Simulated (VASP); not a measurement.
# BN (F-43m) in VASP: settings compared, part 2 of 3

VASP 6.6.1. The steps go on from the part before.

## (4) Single point, PBEsol (volume scaled by 1.04)

INCAR reads:

```
SYSTEM = BN
ALGO = Normal
EDIFF = 1E-6
ENCUT = 520
GGA = PS
ISIF = 2
ISMEAR = -1
LASPH = .True.
LCHARG = .False.
LREAL = .False.
LWAVE = .False.
NBANDS = 11
NELM = 60
PREC = Accurate
SIGMA = 0.05
```

KPOINTS reads:

```
k-points
0
Gamma
  13 13 13
  0 0 0
```

POSCAR reads:

```
BN
1.0
    0.0000000000      1.8368590123      1.8368590123
    1.8368590123      0.0000000000      1.8368590123
    1.8368590123      1.8368590123      0.0000000000
N B
1 1
Direct
    0.2500000000      0.2500000000      0.2500000000
    0.0000000000      0.0000000000      0.0000000000
```

Potentials or basis: VASP PAW PBE potentials, release 64 (N, B).

Command:

```console
$ cat potpaw_PBE.64/N/POTCAR potpaw_PBE.64/B/POTCAR > POTCAR
$ mpirun -np 1 vasp_std > vasp.out
```

OUTCAR:

```text
SYSTEM = BN
   EDIFF = 1E-6
   ENCUT = 520
   GGA = PS
   ISIF = 2
   ISMEAR = -1
   LASPH = .True.
   LREAL = .False.
   NELM = 60
   PREC = Accurate

 ion  position               nearest neighbor table
   1  0.250  0.250  0.250-   2 1.59   2 1.59   2 1.59   2 1.59
   2  0.000  0.000  0.000-   1 1.59   1 1.59   1 1.59   1 1.59

  LATTYP: Found a face centered cubic cell.
 ALAT       =     3.6737180246

  Lattice vectors:

 A1 = (   0.0000000000,   1.8368590123,   1.8368590123)
 A2 = (   1.8368590123,   0.0000000000,   1.8368590123)
 A3 = (   1.8368590123,   1.8368590123,   0.0000000000)

Analysis of symmetry for initial positions (statically):
=====================================================================
 Subroutine PRICEL returns:
 Original cell was already a primitive cell.

 Routine SETGRP: Setting up the symmetry group for a
 face centered cubic supercell.

 Subroutine GETGRP returns: Found 24 space group operations
 (whereof 24 operations were pure point group operations)
 out of a pool of 48 trial point group operations.

The static configuration has the point symmetry T_d .

[... 170 lines left out ...]
      3       6.7789      2.00000
      4       6.7789      2.00000
      5      15.3146      0.00000
      6      15.3146      0.00000
      7      15.3146      0.00000
      8      16.2782      0.00000
      9      30.3960      0.00000
     10      33.8829      0.00000
     11      33.8829      0.00000
[... 309 lines left out ...]
 k-point    24 :       0.4615    0.1538    0.0000
  band No.  band energies     occupation
      1      -9.1119      2.00000
      2      -2.2009      2.00000
      3       3.6177      2.00000
      4       4.0675      2.00000
      5      15.3051      0.00000
      6      18.2771      0.00000
      7      18.8568      0.00000
      8      20.8133      0.00000
      9      26.8548      0.00000
     10      31.9923      0.00000
     11      33.9335      0.00000

 [... further k-points ...]

------------------------ aborting loop because EDIFF is reached ----------------------------------------

  FORCE on cell =-STRESS in cart. coord.  units (eV):
  Direction    XX          YY          ZZ          XY          YZ          ZX
  --------------------------------------------------------------------------------------
  -------------------------------------------------------------------------------------
  Total       -1.4766746     -1.4766746     -1.4766746      0.0000000      0.0000000      0.0000000
  in kB     -190.8701074   -190.8701074   -190.8701074      0.0000000      0.0000000      0.0000000
  external PRESSURE =    -190.8701074 kB  Pullay stress =       0.0000000 kB

 VOLUME and BASIS-vectors are now :
 -----------------------------------------------------------------------------
  energy-cutoff  :      520.00
  volume of cell :       12.40
      direct lattice vectors                 reciprocal lattice vectors
     0.000000000  1.836859012  1.836859012    -0.272203798  0.272203798  0.272203798
     1.836859012  0.000000000  1.836859012     0.272203798 -0.272203798  0.272203798
     1.836859012  1.836859012  0.000000000     0.272203798  0.272203798 -0.272203798

 POSITION                                       TOTAL-FORCE (eV/Angst)
 -----------------------------------------------------------------------------------
      0.91843      0.91843      0.91843         0.000000      0.000000      0.000000
      0.00000      0.00000      0.00000        -0.000000     -0.000000     -0.000000
 -----------------------------------------------------------------------------------
    total drift:                               -0.000000     -0.000000      0.000000

  FREE ENERGIE OF THE ION-ELECTRON SYSTEM (eV)
  ---------------------------------------------------
  free  energy   TOTEN  =       -18.3072196840 eV

  energy  without entropy=      -18.3072196840  energy(sigma->0) =      -18.30721968
```

stdout:

```text
POSCAR found type information on POSCAR N B
 POSCAR found :  2 types and       2 ions
 scaLAPACK will be used
 -----------------------------------------------------------------------------
|                                                                             |
|                                                                             |
|     You enforced a specific xc type in the INCAR file but a different       |
|     I HOPE YOU KNOW WHAT YOU ARE DOING!                                     |
|                                                                             |
 -----------------------------------------------------------------------------

 LDA part: xc-table for (Slater+PW92), standard interpolation
 POSCAR, INCAR and KPOINTS ok, starting setup
 FFT: planning ... GRIDC
 FFT: planning ... GRID_SOFT
 FFT: planning ... GRID
 WAVECAR not read
 entering main loop
```

Run time: 5.7 s. Hardware: 1 thread of AMD EPYC 9R45 (Zen 5), shared host; peak memory 0.09 GiB.

What came out:

```
Free energy            : -18.3072 eV
Pressure               : -19.1 GPa
Band gap on the k mesh : 4.30 eV, indirect (least direct gap 8.54 eV)
```

Caveat: the PAW data sets were made with another functional, which shifts forces and pressure a little. A k mesh can miss the band edges.

## (5) Single point, PBEsol (volume scaled by 1.06)

INCAR reads:

```
SYSTEM = BN
ALGO = Normal ; EDIFF = 1E-6
ENCUT = 520 ; GGA = PS
ISIF = 2 ; ISMEAR = -1
LASPH = .TRUE. ; LCHARG = .FALSE.
LREAL = .FALSE. ; LWAVE = .FALSE.
NBANDS = 11 ; NELM = 80
PREC = Accurate ; SIGMA = 0.05
```

KPOINTS reads:

```
k-points
0
G
  13 13 13
  0 0 0
```

POSCAR reads:

```
BN
1.0
    0.0000000000      1.8485590667      1.8485590667
    1.8485590667      0.0000000000      1.8485590667
    1.8485590667      1.8485590667      0.0000000000
N B
1 1
Direct
    0.2500000000      0.2500000000      0.2500000000
    0.0000000000      0.0000000000      0.0000000000
```

Potentials or basis: VASP PAW PBE potentials, release 64 (N, B).

Command:

```console
$ cat potpaw_PBE.64/N/POTCAR potpaw_PBE.64/B/POTCAR > POTCAR
$ mpirun -np 1 vasp_std > vasp.out
```

OUTCAR:

```text
SYSTEM = BN
   EDIFF = 1E-6
   ENCUT = 520
   GGA = PS
   ISIF = 2
   ISMEAR = -1
   LASPH = .TRUE.
   LREAL = .FALSE.
   NELM = 80
   PREC = Accurate

 ion  position               nearest neighbor table
   1  0.250  0.250  0.250-   2 1.60   2 1.60   2 1.60   2 1.60
   2  0.000  0.000  0.000-   1 1.60   1 1.60   1 1.60   1 1.60

  LATTYP: Found a face centered cubic cell.
 ALAT       =     3.6971181334

  Lattice vectors:

 A1 = (   0.0000000000,   1.8485590667,   1.8485590667)
 A2 = (   1.8485590667,   0.0000000000,   1.8485590667)
 A3 = (   1.8485590667,   1.8485590667,   0.0000000000)

Analysis of symmetry for initial positions (statically):
=====================================================================
 Subroutine PRICEL returns:
 Original cell was already a primitive cell.

 Routine SETGRP: Setting up the symmetry group for a
 face centered cubic supercell.

 Subroutine GETGRP returns: Found 24 space group operations
 (whereof 24 operations were pure point group operations)
 out of a pool of 48 trial point group operations.

The static configuration has the point symmetry T_d .

Analysis of symmetry for dynamics (positions and initial velocities):
=====================================================================
 Subroutine PRICEL returns:
 Original cell was already a primitive cell.

 Routine SETGRP: Setting up the symmetry group for a
 face centered cubic supercell.

 Subroutine GETGRP returns: Found 24 space group operations
 (whereof 24 operations were pure point group operations)
 out of a pool of 48 trial point group operations.

The dynamic configuration has the point symmetry T_d .

 Subroutine INISYM returns: Found 24 space group operations
 (whereof 24 operations are pure point group operations),
 and found     1 'primitive' translations

----------------------------------------------------------------------------------------

                                     Primitive cell

  volume of cell :      12.6337

  direct lattice vectors                    reciprocal lattice vectors
     0.000000000  1.848559067  1.848559067    -0.270480943  0.270480943  0.270480943
     1.848559067  0.000000000  1.848559067     0.270480943 -0.270480943  0.270480943
     1.848559067  1.848559067  0.000000000     0.270480943  0.270480943 -0.270480943

  length of vectors
     2.614257303  2.614257303  2.614257303     0.468486736  0.468486736  0.468486736

  position of ions in fractional coordinates (direct lattice)
     0.250000000  0.250000000  0.250000000
     0.000000000  0.000000000  0.000000000

  ion indices of the primitive-cell ions
   primitive index   ion index
                 1           1
                 2           2

----------------------------------------------------------------------------------------

 KPOINTS: k-points

Automatic generation of k-mesh.
 Grid dimensions read from file:
 generate k-points for:   13   13   13

 Generating k-lattice:

  Cartesian coordinates                     Fractional coordinates (reciprocal lattice)
    -0.020806226  0.020806226  0.020806226     0.076923077  0.000000000  0.000000000
     0.020806226 -0.020806226  0.020806226     0.000000000  0.076923077  0.000000000
     0.020806226  0.020806226 -0.020806226     0.000000000  0.000000000  0.076923077

  Length of vectors
     0.036037441  0.036037441  0.036037441

  Shift w.r.t. Gamma in fractional coordinates (k-lattice)
     0.000000000  0.000000000  0.000000000

 Subroutine IBZKPT returns following result:
 ===========================================

 Found     84 irreducible k-points:

 Following reciprocal coordinates:
            Coordinates               Weight
  0.000000  0.000000  0.000000      1.000000
  0.076923  0.000000  0.000000      8.000000
  0.153846  0.000000  0.000000      8.000000
  0.230769  0.000000  0.000000      8.000000
  0.307692  0.000000  0.000000      8.000000
  0.384615  0.000000  0.000000      8.000000
[... 16 lines left out ...]
  0.384615  0.153846  0.000000     24.000000
  0.461538  0.153846  0.000000     24.000000
 [... further k-points ...]
   k-points           NKPTS =     84   k-points in BZ     NKDIM =     84   number of bands    NBANDS=     11
   number of dos      NEDOS =    301   number of ions     NIONS =      2
   total plane-waves  NPLWV =   8000
   dimension x,y,z NGX =    20 NGY =   20 NGZ =   20
   dimension x,y,z NGXF=    40 NGYF=   40 NGZF=   40
   ions per type =               1   1
   NGX,Y,Z   is equivalent  to a cutoff of  12.72, 12.72, 12.72 a.u.
   NGXF,Y,Z  is equivalent  to a cutoff of  25.44, 25.44, 25.44 a.u.
 SYSTEM =  BN
   PREC   = accura    normal or accurate (medium, high low for compatibility)
   ISTART =      0    job   : 0-new  1-cont  2-samecut
   ICHARG =      2    charge: 1-file 2-atom 10-const
   ISPIN  =      1    spin polarized calculation?
   LNONCOLLINEAR =      F non collinear calculations
   LSORBIT =      F    spin-orbit coupling
   LASPH  =      T    aspherical Exc in radial PAW
   ENCUT  =  520.0 eV  38.22 Ry    6.18 a.u.   4.86  4.86  4.86*2*pi/ulx,y,z
   NELM   =     80;   NELMIN=  2; NELMDL= -5     # of ELM steps
   EDIFF  = 0.1E-05   stopping-criterion for ELM
   LREAL  =      F    real-space projection
   EDIFFG = 0.1E-04   stopping-criterion for IOM
   NSW    =      0    number of steps for IOM
   IBRION =     -1    ionic relax: 0-MD 1-quasi-New 2-CG
   NFREE  =      0    steps in history (QN), initial steepest desc. (CG)
   ISIF   =      2    stress and relaxation
   ISYM   =      2    0-nonsym 1-usesym 2-fastsym
   POTIM  = 0.5000    time-step for ionic-motion
   TEBEG  =    0.0;   TEEND  =   0.0 temperature during run
   PSTRESS=    0.0 pullay stress
   NELECT =       8.0000    total number of electrons
   NUPDOWN=      -1.0000    fix difference up-down
   EMIN   =  10.00;   EMAX   =-10.00  energy-range for DOS
   EFERMI =   0.00;   METHOD = LEGACY
   ISMEAR =    -1;   SIGMA  =   0.05  broadening in eV -4-tet -1-fermi 0-gaus
   EFERMI_NEDOS =   21; number of points for ismear=-14 and -15
   IALGO  =     38    algorithm
   IMIX   =      4    mixing-type and parameters
     AMIX     =   0.40;   BMIX     =  1.00
     AMIX_MAG =   1.60;   BMIX_MAG =  1.00
  volume/ion in A,a.u.               =       6.32        42.63
  Fermi-wavevector in a.u.,A,eV,Ry     =   1.405815  2.656605 26.889408  1.976316
  Thomas-Fermi vector in A             =   2.528238
   LORBIT       =      0    0 simple, 1 ext, 2 COOP (PROOUT), +10 PAW based schemes
   GGA     = PS    functional components
   LHFCALC =     F    Hartree Fock is set to
   AEXX    =    0.0000 exact exchange contribution
   IVDW    =     0    specifies the selected vdW correction
   LEPSILON=     F    determine dielectric tensor
   LRPA    =     F    only Hartree local field effects (RPA)
 non-spin polarized calculation
  energy-cutoff  :      520.00
  volume of cell :       12.63
 maximum number of plane-waves:       349
   NGX =  9   NGY =  9   NGZ =  9

 number of electron       8.0000002 magnetization

 Free energy of the ion-electron system (eV)
  ---------------------------------------------------
  ext. energy  EPLUGINS =         0.00000000
  ---------------------------------------------------
  free energy    TOTEN  =       -18.27483669 eV

  energy without entropy =      -18.27483669  energy(sigma->0) =      -18.27483669

 E-fermi :   7.4635     XC(G=0): -12.6901

 val. band max:        6.5551080116   @ k =   0.0000   0.0000   0.0000
 cond. band min:      10.8294133305   @ k =   0.4615   0.4615   0.0000
 fundamental gap:      4.2743053189
 Fermi energy:         7.4635167851

 k-point     1 :       0.0000    0.0000    0.0000
  band No.  band energies     occupation
      1     -12.9496      2.00000
      2       6.5551      2.00000
      3       6.5551      2.00000
      4       6.5551      2.00000
      5      15.0019      0.00000
      6      15.0019      0.00000
      7      15.0019      0.00000
      8      15.7579      0.00000
      9      29.8271      0.00000
     10      33.4323      0.00000
     11      33.4323      0.00000
[... 309 lines left out ...]
 k-point    24 :       0.4615    0.1538    0.0000
  band No.  band energies     occupation
      1      -9.2041      2.00000
      2      -2.2886      2.00000
      3       3.4402      2.00000
      4       3.8961      2.00000
      5      14.9804      0.00000
      6      17.8345      0.00000
      7      18.4862      0.00000
      8      20.3815      0.00000
      9      26.4088      0.00000
     10      31.4163      0.00000
     11      33.4256      0.00000

 [... further k-points ...]

------------------------ aborting loop because EDIFF is reached ----------------------------------------

  FORCE on cell =-STRESS in cart. coord.  units (eV):
  Direction    XX          YY          ZZ          XY          YZ          ZX
  --------------------------------------------------------------------------------------
  -------------------------------------------------------------------------------------
  Total       -1.9613236     -1.9613236     -1.9613236     -0.0000000     -0.0000000      0.0000000
  in kB     -248.7309645   -248.7309645   -248.7309645     -0.0000000     -0.0000000      0.0000000
  external PRESSURE =    -248.7309645 kB  Pullay stress =       0.0000000 kB

 VOLUME and BASIS-vectors are now :
 -----------------------------------------------------------------------------
  energy-cutoff  :      520.00
  volume of cell :       12.63
      direct lattice vectors                 reciprocal lattice vectors
     0.000000000  1.848559067  1.848559067    -0.270480943  0.270480943  0.270480943
     1.848559067  0.000000000  1.848559067     0.270480943 -0.270480943  0.270480943
     1.848559067  1.848559067  0.000000000     0.270480943  0.270480943 -0.270480943

 POSITION                                       TOTAL-FORCE (eV/Angst)
 -----------------------------------------------------------------------------------
      0.92428      0.92428      0.92428         0.000000      0.000000      0.000000
      0.00000      0.00000      0.00000        -0.000000     -0.000000     -0.000000
 -----------------------------------------------------------------------------------
    total drift:                               -0.000000     -0.000000      0.000000

  FREE ENERGIE OF THE ION-ELECTRON SYSTEM (eV)
  ---------------------------------------------------
  free  energy   TOTEN  =       -18.2748366944 eV

  energy  without entropy=      -18.2748366944  energy(sigma->0) =      -18.27483669
```

It took 5.8 s on 1 thread of AMD EPYC 9R45 (Zen 5), shared host; peak memory 0.09 GiB.

Results:

```
Free energy            : -18.2748 eV
Pressure               : -24.9 GPa
Band gap on the k mesh : 4.27 eV, indirect (least direct gap 8.45 eV)
```

Caveat: the PAW data sets were made with another functional, which shifts forces and pressure a little.

(Continued in part 3 of 3.)
